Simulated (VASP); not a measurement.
A run of VASP 6.6.1 is set up as follows.

Contents of POSCAR:

```
Al2O3
1.0
    2.3802500000      1.3742379782      4.3318666667
   -2.3802500000      1.3742379782      4.3318666667
    0.0000000000     -2.7484759565      4.3318666667
Al O
4 6
Direct
    0.8521600000      0.8521600000      0.8521600000
    0.6478400000      0.6478400000      0.6478400000
    0.1478400000      0.1478400000      0.1478400000
    0.3521600000      0.3521600000      0.3521600000
    0.0566800000      0.7500000000      0.4433200000
    0.7500000000      0.4433200000      0.0566800000
    0.4433200000      0.0566800000      0.7500000000
    0.9433200000      0.2500000000      0.5566800000
    0.2500000000      0.5566800000      0.9433200000
    0.5566800000      0.9433200000      0.2500000000
```

Contents of INCAR.step1:

```
ALGO     = Normal         # electronic algorithm
EDIFF    = 1E-4           # SCF threshold, eV
ENCUT    = 520            # plane-wave cutoff, eV
GGA      = PE             # functional
ISMEAR   = -1             # smearing method
LASPH    = T              # aspherical terms in the spheres
LCHARG   = F              # write CHGCAR
LREAL    = F              # projectors in reciprocal space
LWAVE    = T              # write WAVECAR
NBANDS   = 35             # bands
NELM     = 80             # most SCF steps
PREC     = Accurate       # precision mode
SIGMA    = 0.05           # smearing width, eV
```

Contents of INCAR.step2:

```
ALGO     = Normal         # electronic algorithm
EDIFF    = 1E-6           # SCF threshold, eV
ENCUT    = 520            # plane-wave cutoff, eV
ISIF     = 2              # what is computed and relaxed
ISMEAR   = -1             # smearing method
ISTART   = 1            
LASPH    = T              # aspherical terms in the spheres
LCHARG   = F              # write CHGCAR
LMIXTAU  = T            
LREAL    = F              # projectors in reciprocal space
LWAVE    = F              # write WAVECAR
METAGGA  = R2SCAN         # meta-GGA
NBANDS   = 35             # bands
NELM     = 80             # most SCF steps
PREC     = Accurate       # precision mode
SIGMA    = 0.05           # smearing width, eV
```

The input KPOINTS:

```
k-points
0
Gamma
  7 7 7
```

Potentials or basis: VASP PAW PBE potentials, release 64 (Al, O).

Launch:

```console
$ cat potpaw_PBE.64/Al/POTCAR potpaw_PBE.64/O/POTCAR > POTCAR
$ cp INCAR.step1 INCAR
$ mpirun -np 1 vasp_std > vasp.out
$ cp INCAR.step2 INCAR
$ mpirun -np 1 vasp_std > vasp.out
```

Q: Estimate the pressure.

A: -0.7 GPa.

Q: Predict the largest force.

A: 0.080 eV/Å.

Q: Predict the band gap on the k mesh.

A: 7.13 eV.

Forces on the atoms (eV/Å):
```
Al   0.000  0.000 -0.080
Al   0.000  0.000  0.080
Al   0.000  0.000  0.080
Al   0.000  0.000 -0.080
O   -0.029 -0.050  0.000
O   -0.029  0.050  0.000
O    0.058  0.000  0.000
O    0.029  0.050  0.000
O    0.029 -0.050  0.000
O   -0.058  0.000  0.000
```

Caveat: the PAW data sets were made with another functional, which shifts forces and pressure a little.

**Measured values to compare with.**

From “Multi-petahertz electron interference in Cr:Al2O3 solid-state material”, 2018, pmc:5906618, for a bulk crystal of Al2O3: band gap 8.7 eV (optical).

Measured gap of Al2O3: 8.7 eV (optical; quoted in “Multi-petahertz electron interference in Cr:Al2O3 solid-state material”, 2018, pmc:5906618). This calculation gives 7.13 eV (-1.57 eV). The value is that of r2SCAN on a finite k mesh, which can miss the band edges, without temperature or zero-point motion.
